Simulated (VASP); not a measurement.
**Tl: relaxation of cell and atoms with RPBE**

Crystal: Tl.

```
Tl
1.0
     6.07587    0.00000    0.00000
     0.00000    6.07587    0.00000
     0.00000    0.00000    6.07587
Tl
8
Direct
  0.00000 0.00000 0.00000
  0.50000 0.50000 0.50000
  0.25000 0.00000 0.50000
  0.75000 0.00000 0.50000
  0.50000 0.25000 0.00000
  0.50000 0.75000 0.00000
  0.00000 0.50000 0.25000
  0.00000 0.50000 0.75000
```

```
Program                : VASP 6.6.1
Task                   : relaxation of cell and atoms
Functional             : RPBE
Potentials or basis    : VASP PAW PBE potentials, release 64 (Tl_d)
Cutoff                 : 600 eV
k mesh                 : 4 × 4 × 4
Occupations            : fermi-dirac, width 0.1 eV
Spin                   : no spin polarisation
Dipole correction      : no
Further INCAR settings : ALGO = Normal; EDIFF = 1e-07; IBRION = 2; EDIFFG = -0.01; NSW = 80; ISIF = 3
```

```yaml
Relaxed_volume: 33.91 Å³/atom
Relaxed_cell: a = 6.473 Å, b = 6.473 Å, c = 6.473 Å, α = 90.00°, β = 90.00°, γ = 90.00°
Space_group_after_relaxing_to_0.05_Å: Pm-3n (No. 223)
Energy_gained_by_relaxing: 97.5 meV/atom
Ionic_steps: 4
Pressure_after_relaxing: 0.0 GPa
Band_gap_on_the_k_mesh: zero (band 52 reaches 6.47 eV, above the bottom of band 53 at 4.39 eV)
```

The path:
| step | energy change (eV) | largest force (eV/Å) | pressure (GPa) | volume (Å³) |
| --- | --- | --- | --- | --- |
| 1 | 0.0000 | 0.0000 | 6.56 | 224.30 |
| 2 | -0.7660 | 0.0000 | 0.62 | 263.64 |
| 3 | -0.7795 | 0.0000 | -0.12 | 272.87 |
| 4 | -0.7801 | 0.0000 | -0.01 | 271.27 |

Final structure:
```cif
data_structure
_symmetry_space_group_name_H-M 'P 1'
_symmetry_Int_Tables_number 1
_cell_length_a 6.4734
_cell_length_b 6.4734
_cell_length_c 6.4734
_cell_angle_alpha 90.000
_cell_angle_beta 90.000
_cell_angle_gamma 90.000
_cell_volume 271.27
loop_
_atom_site_label
_atom_site_type_symbol
_atom_site_fract_x
_atom_site_fract_y
_atom_site_fract_z
_atom_site_occupancy
Tl1 Tl 0.00000 0.00000 0.00000 1
Tl2 Tl 0.50000 0.50000 0.50000 1
Tl3 Tl 0.25000 0.00000 0.50000 1
Tl4 Tl 0.75000 0.00000 0.50000 1
Tl5 Tl 0.50000 0.25000 0.00000 1
Tl6 Tl 0.50000 0.75000 0.00000 1
Tl7 Tl 0.00000 0.50000 0.25000 1
Tl8 Tl 0.00000 0.50000 0.75000 1
```

Levels at points of the mesh, in eV from the Fermi level:
```csv
k point,band 49,band 50,band 51,band 52,band 53,band 54,band 55,band 56
"(0.00, 0.00, 0.00)",-1.14,-1.14,-1.14,-0.72,-0.72,0.68,0.68,0.68
"(0.50, 0.00, 0.00)",-1.78,-1.78,-0.58,-0.58,0.16,0.16,1.40,1.40
"(0.50, 0.50, 0.00)",-1.70,-0.97,-0.97,-0.27,1.10,1.47,1.80,1.80
"(0.50, 0.50, 0.50)",1.36,1.36,1.36,1.36,1.36,1.36,1.67,1.67
```

Wall time 11 min on 1 thread of Oxide Virtual Turin-like Processor, with other jobs on the host, peak memory 0.38 GiB.

Caveat: the volume moved by over 15 % at a fixed basis, so the end points are rough; the PAW data sets were made with another functional, which shifts forces and pressure a little; spin-orbit coupling is left out, which moves the levels of the heavy elements.
